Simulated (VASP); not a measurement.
# Re (P6_3/mmc) in VASP: relaxation of cell and atoms with PBE

Aim: the relaxation of cell and atoms of Re with PBE.

Program: VASP 6.6.1. These are calculated values, not measurements. Logs are shortened: lines on timing, memory, paths and dates and some standing lists are left out, and cuts for length are marked.

**1. The cell of the first run**

It takes space group P6_3/mmc (No. 194, hexagonal). Conventional cell: a = 2.765 Å, b = 2.765 Å, c = 4.474 Å, α = 90.00°, β = 90.00°, γ = 120.00°. Re (site symmetry -6m2) has 12 Re at 2.75 to 2.77 Å within 3.6 Å.

**2. Relaxation of cell and atoms, PBE**

File INCAR:

```
SYSTEM = Re
  PREC = Accurate
  ENCUT = 600
  EDIFF = 1E-6
  ISMEAR = 0
  SIGMA = 0.1
  LREAL = .False.
  LASPH = .True.
  NELM = 100
  ALGO = Fast
  ISIF = 3
  LWAVE = .False.
  LCHARG = .False.
  GGA = PE
  IBRION = 2
  NSW = 100
  EDIFFG = -0.005
```

File KPOINTS:

```
regular mesh
0
Gamma
  18 18 10
  0 0 0
```

File POSCAR:

```
Re
1.0
    2.7653363785      0.0000000000      0.0000000000
   -1.3826681893      2.3948515538      0.0000000000
    0.0000000000      0.0000000000      4.4735766300
Re
2
Direct
    0.3333333300      0.6666666700      0.2500000000
    0.6666666700      0.3333333300      0.7500000000
```

Potentials or basis: VASP PAW PBE potentials, release 64 (Re).

Run with:

```
> cat potpaw_PBE.64/Re/POTCAR > POTCAR
> mpirun -np 1 vasp_std > vasp.out
```

OUTCAR:

```text
SYSTEM = Re
   PREC = Accurate
   ENCUT = 600
   EDIFF = 1E-6
   ISMEAR = 0
   LREAL = .False.
   LASPH = .True.
   NELM = 100
   ISIF = 3
   GGA = PE
   IBRION = 2
   NSW = 100
   EDIFFG = -0.005

 ion  position               nearest neighbor table
   1  0.333  0.667  0.250-   2 2.75   2 2.75   2 2.75   2 2.75   2 2.75   2 2.75
   2  0.667  0.333  0.750-   1 2.75   1 2.75   1 2.75   1 2.75   1 2.75   1 2.75

  LATTYP: Found a hexagonal cell.
 ALAT       =     2.7653363785
 C/A-ratio  =     1.6177332583

  Lattice vectors:

 A1 = (   2.7653363785,   0.0000000000,   0.0000000000)
 A2 = (  -1.3826681893,   2.3948515538,   0.0000000000)
 A3 = (   0.0000000000,   0.0000000000,   4.4735766300)

Analysis of symmetry for initial positions (statically):
=====================================================================
 Subroutine PRICEL returns:
 Original cell was already a primitive cell.

 Routine SETGRP: Setting up the symmetry group for a
 hexagonal supercell.

 Subroutine GETGRP returns: Found 24 space group operations
 (whereof 12 operations were pure point group operations)
 out of a pool of 24 trial point group operations.

The static configuration has the point symmetry D_3d.
 The point group associated with its full space group is D_6h.

Analysis of symmetry for dynamics (positions and initial velocities):
=====================================================================
 Subroutine PRICEL returns:
 Original cell was already a primitive cell.

 Routine SETGRP: Setting up the symmetry group for a
 hexagonal supercell.

 Subroutine GETGRP returns: Found 24 space group operations
 (whereof 12 operations were pure point group operations)
 out of a pool of 24 trial point group operations.

The dynamic configuration has the point symmetry D_3d.
 The point group associated with its full space group is D_6h.

 Subroutine INISYM returns: Found 24 space group operations
 (whereof 12 operations are pure point group operations),
 and found     1 'primitive' translations

----------------------------------------------------------------------------------------

                                     Primitive cell

  volume of cell :      29.6266

  direct lattice vectors                    reciprocal lattice vectors
     2.765336378  0.000000000  0.000000000     0.361619660  0.208781208  0.000000000
    -1.382668189  2.394851554  0.000000000     0.000000000  0.417562416  0.000000000
     0.000000000  0.000000000  4.473576630     0.000000000  0.000000000  0.223534787

  length of vectors
     2.765336378  2.765336379  4.473576630     0.417562416  0.417562416  0.223534787

  position of ions in fractional coordinates (direct lattice)
     0.333333330  0.666666670  0.250000000
     0.666666670  0.333333330  0.750000000

  ion indices of the primitive-cell ions
   primitive index   ion index
                 1           1
                 2           2

----------------------------------------------------------------------------------------

 KPOINTS: regular mesh

Automatic generation of k-mesh.
 Grid dimensions read from file:
 generate k-points for:   18   18   10

 Generating k-lattice:

  Cartesian coordinates                     Fractional coordinates (reciprocal lattice)
     0.020089981  0.011598956  0.000000000     0.055555556 -0.000000000  0.000000000
     0.000000000  0.023197912  0.000000000     0.000000000  0.055555556  0.000000000
     0.000000000  0.000000000  0.022353479     0.000000000  0.000000000  0.100000000

  Length of vectors
     0.023197912  0.023197912  0.022353479

  Shift w.r.t. Gamma in fractional coordinates (k-lattice)
     0.000000000  0.000000000  0.000000000

 Subroutine IBZKPT returns following result:
 ===========================================

 Found    222 irreducible k-points:

 Following reciprocal coordinates:
            Coordinates               Weight
  0.000000  0.000000  0.000000      1.000000
  0.055556 -0.000000  0.000000      6.000000
  0.111111 -0.000000  0.000000      6.000000
  0.166667 -0.000000  0.000000      6.000000
  0.222222 -0.000000  0.000000      6.000000
  0.277778 -0.000000  0.000000      6.000000
[... 16 lines left out ...]
  0.333333  0.111111  0.000000     12.000000
  0.388889  0.111111  0.000000     12.000000
 [... further k-points ...]
   k-points           NKPTS =    222   k-points in BZ     NKDIM =    222   number of bands    NBANDS=     11
   number of dos      NEDOS =    301   number of ions     NIONS =      2
   total plane-waves  NPLWV =  20736
   dimension x,y,z NGX =    24 NGY =   24 NGZ =   36
   dimension x,y,z NGXF=    48 NGYF=   48 NGZF=   72
   ions per type =               2
   NGX,Y,Z   is equivalent  to a cutoff of  14.43, 14.43, 13.38 a.u.
   NGXF,Y,Z  is equivalent  to a cutoff of  28.86, 28.86, 26.76 a.u.
 SYSTEM =  Re
   PREC   = accura    normal or accurate (medium, high low for compatibility)
   ISTART =      0    job   : 0-new  1-cont  2-samecut
   ICHARG =      2    charge: 1-file 2-atom 10-const
   ISPIN  =      1    spin polarized calculation?
   LNONCOLLINEAR =      F non collinear calculations
   LSORBIT =      F    spin-orbit coupling
   LASPH  =      T    aspherical Exc in radial PAW
   ENCUT  =  600.0 eV  44.10 Ry    6.64 a.u.   5.52  5.52  8.93*2*pi/ulx,y,z
   NELM   =    100;   NELMIN=  2; NELMDL= -5     # of ELM steps
   EDIFF  = 0.1E-05   stopping-criterion for ELM
   LREAL  =      F    real-space projection
   EDIFFG = -.5E-02   stopping-criterion for IOM
   NSW    =    100    number of steps for IOM
   IBRION =      2    ionic relax: 0-MD 1-quasi-New 2-CG
   NFREE  =      1    steps in history (QN), initial steepest desc. (CG)
   ISIF   =      3    stress and relaxation
   ISYM   =      2    0-nonsym 1-usesym 2-fastsym
   POTIM  = 0.5000    time-step for ionic-motion
   TEBEG  =    0.0;   TEEND  =   0.0 temperature during run
   PSTRESS=    0.0 pullay stress
   NELECT =      14.0000    total number of electrons
   NUPDOWN=      -1.0000    fix difference up-down
   EMIN   =  10.00;   EMAX   =-10.00  energy-range for DOS
   EFERMI =   0.00;   METHOD = LEGACY
   ISMEAR =     0;   SIGMA  =   0.10  broadening in eV -4-tet -1-fermi 0-gaus
   EFERMI_NEDOS =   21; number of points for ismear=-14 and -15
   IALGO  =     68    algorithm
   IMIX   =      4    mixing-type and parameters
     AMIX     =   0.40;   BMIX     =  1.00
     AMIX_MAG =   1.60;   BMIX_MAG =  1.00
  volume/ion in A,a.u.               =      14.81        99.96
  Fermi-wavevector in a.u.,A,eV,Ry     =   1.275138  2.409661 22.122743  1.625976
  Thomas-Fermi vector in A             =   2.407867
   LORBIT       =      0    0 simple, 1 ext, 2 COOP (PROOUT), +10 PAW based schemes
   GGA     = PE    functional components
   LHFCALC =     F    Hartree Fock is set to
   AEXX    =    0.0000 exact exchange contribution
   IVDW    =     0    specifies the selected vdW correction
   LEPSILON=     F    determine dielectric tensor
   LRPA    =     F    only Hartree local field effects (RPA)
 conjugate gradient relaxation of ions
 non-spin polarized calculation
 RMM-DIIS sequential band-by-band and
 Gauss-broadening in eV      SIGMA  =   0.10
  energy-cutoff  :      600.00
  volume of cell :       29.63
 maximum number of plane-waves:      1014
 NGX is ok and might be reduce to    24
   NGX = 11   NGY = 11   NGZ = 17

--------------------------------------- Ionic step        1  -------------------------------------------

 number of electron      14.0000000 magnetization

 Free energy of the ion-electron system (eV)
  ---------------------------------------------------
  ext. energy  EPLUGINS =         0.00000000
  ---------------------------------------------------
  free energy    TOTEN  =       -24.85438276 eV

  energy without entropy =      -24.84612940  energy(sigma->0) =      -24.85025608

------------------------ aborting loop because EDIFF is reached ----------------------------------------

  FORCE on cell =-STRESS in cart. coord.  units (eV):
  Direction    XX          YY          ZZ          XY          YZ          ZX
  --------------------------------------------------------------------------------------
  -------------------------------------------------------------------------------------
  Total        0.6030294      0.6030294      0.4911409     -0.0000000      0.0000000     -0.0000000
  in kB       32.6112634     32.6112634     26.5604401     -0.0000000      0.0000000     -0.0000000
  external PRESSURE =      30.5943223 kB  Pullay stress =       0.0000000 kB
[... 89 lines left out ...]
  FREE ENERGIE OF THE ION-ELECTRON SYSTEM (eV)
  ---------------------------------------------------
  free  energy   TOTEN  =       -24.8566717788 eV

  energy  without entropy=      -24.8483193895  energy(sigma->0) =      -24.85249558

[... ionic steps 4 to 8 ...]

--------------------------------------- Ionic step        9  -------------------------------------------

 number of electron      14.0000000 magnetization

------------------------ aborting loop because EDIFF is reached ----------------------------------------
[... 67 lines left out ...]
--------------------------------------- Ionic step       11  -------------------------------------------

 number of electron      14.0000000 magnetization

 Free energy of the ion-electron system (eV)
  ---------------------------------------------------
  ext. energy  EPLUGINS =         0.00000000
  ---------------------------------------------------
  free energy    TOTEN  =       -24.85669330 eV

  energy without entropy =      -24.84830734  energy(sigma->0) =      -24.85250032

 E-fermi :   7.6877     XC(G=0): -13.6489

 val. band max:        7.6827024816   @ k =   0.1667   0.0556   0.1000
 cond. band min:       7.6950731030   @ k =   0.3333   0.1667   0.4000
 fundamental gap:      0.0123706214
 Fermi energy:         7.6877370037

 k-point     1 :       0.0000    0.0000    0.0000
  band No.  band energies     occupation
      1      -2.0610      2.00000
      2       1.1876      2.00000
      3       6.1545      2.00000
      4       6.1633      2.00000
      5       6.1633      2.00000
      6       6.9783      2.00000
      7       6.9783      2.00000
      8       7.8934      0.00363
      9       7.8934      0.00363
     10       8.2849      0.00000
     11      10.9980      0.00000
[... 309 lines left out ...]
 k-point    24 :       0.3889    0.1111    0.0000
  band No.  band energies     occupation
      1       2.2097      2.00000
      2       2.3523      2.00000
      3       2.6798      2.00000
      4       5.4333      2.00000
      5       5.6664      2.00000
      6       6.3453      2.00000
      7       7.0828      2.00000
      8      10.8355      0.00000
      9      11.4226      0.00000
     10      11.6954      0.00000
     11      13.2172      0.00000

 [... further k-points ...]

------------------------ aborting loop because EDIFF is reached ----------------------------------------

  FORCE on cell =-STRESS in cart. coord.  units (eV):
  Direction    XX          YY          ZZ          XY          YZ          ZX
  --------------------------------------------------------------------------------------
  -------------------------------------------------------------------------------------
  Total        0.0096054      0.0096054     -0.0030160     -0.0000000      0.0000000     -0.0000000
  in kB        0.5152614      0.5152614     -0.1617892     -0.0000000      0.0000000     -0.0000000
  external PRESSURE =       0.2895779 kB  Pullay stress =       0.0000000 kB
[... 17 lines left out ...]
  FREE ENERGIE OF THE ION-ELECTRON SYSTEM (eV)
  ---------------------------------------------------
  free  energy   TOTEN  =       -24.8566933025 eV

  energy  without entropy=      -24.8483073397  energy(sigma->0) =      -24.85250032

 reached required accuracy - stopping structural energy minimisation
```

Wall time 14 min (1 thread of AMD EPYC 7R43 (Zen 3), shared host); peak memory 0.2 GiB.

What came out:

```yaml
Free_energy: -24.8567 eV
Relaxed_volume: 14.93 Å³/atom
Relaxed_cell: a = 2.774 Å, b = 2.774 Å, c = 4.482 Å, α = 90.00°, β = 90.00°, γ = 120.00°
Space_group_after_relaxing_to_0.1_Å: P6_3/mmc (No. 194)
Energy_gained_by_relaxing: 1.2 meV/atom
Ionic_steps: 11
Pressure_after_relaxing: 0.0 GPa
Band_gap_on_the_k_mesh: zero (bands 7 and 8 overlap by 3.08 eV)
```

Step by step:
| step | energy change (eV) | largest force (eV/Å) | pressure (GPa) | volume (Å³) |
| --- | --- | --- | --- | --- |
| 1 | 0.0000 | 0.0000 | 3.06 | 29.63 |
| 2 | 0.0337 | 0.0000 | -11.33 | 30.86 |
| 3 | -0.0023 | 0.0000 | -0.03 | 29.87 |
| 4 | -0.0023 | 0.0000 | -0.07 | 29.87 |
| 5 | -0.0017 | 0.0000 | 1.48 | 29.75 |
| 6 | -0.0023 | 0.0000 | 0.07 | 29.86 |
| 7 | -0.0023 | 0.0000 | 0.10 | 29.86 |
| 8 | -0.0023 | 0.0000 | 0.09 | 29.86 |
| 9 | -0.0023 | 0.0000 | 0.08 | 29.86 |
| 10 | -0.0023 | 0.0000 | -0.21 | 29.88 |
| 11 | -0.0023 | 0.0000 | 0.03 | 29.87 |

Final structure:
```
Re
1.0
     2.77397    0.00000    0.00000
    -1.38699    2.40233    0.00000
     0.00000    0.00000    4.48190
Re
2
Direct
  0.33333 0.66667 0.25000
  0.66667 0.33333 0.75000
```

Levels at points of the mesh, in eV from the Fermi level:
| k point | band 5 | band 6 | band 7 | band 8 | band 9 | band 10 |
| --- | --- | --- | --- | --- | --- | --- |
| (0.00, 0.00, 0.00) | -1.52 | -0.71 | -0.71 | 0.21 | 0.21 | 0.60 |
| (0.50, 0.00, 0.00) | -1.71 | -1.34 | -0.58 | 3.89 | 4.28 | 4.41 |
| (0.00, 0.00, 0.50) | -1.65 | -1.65 | -1.65 | -1.65 | 2.51 | 2.51 |
| (0.50, 0.00, 0.50) | 0.41 | 0.41 | 0.91 | 0.91 | 4.20 | 4.20 |

Caveat: spin-orbit coupling is left out, which moves the levels of the heavy elements.
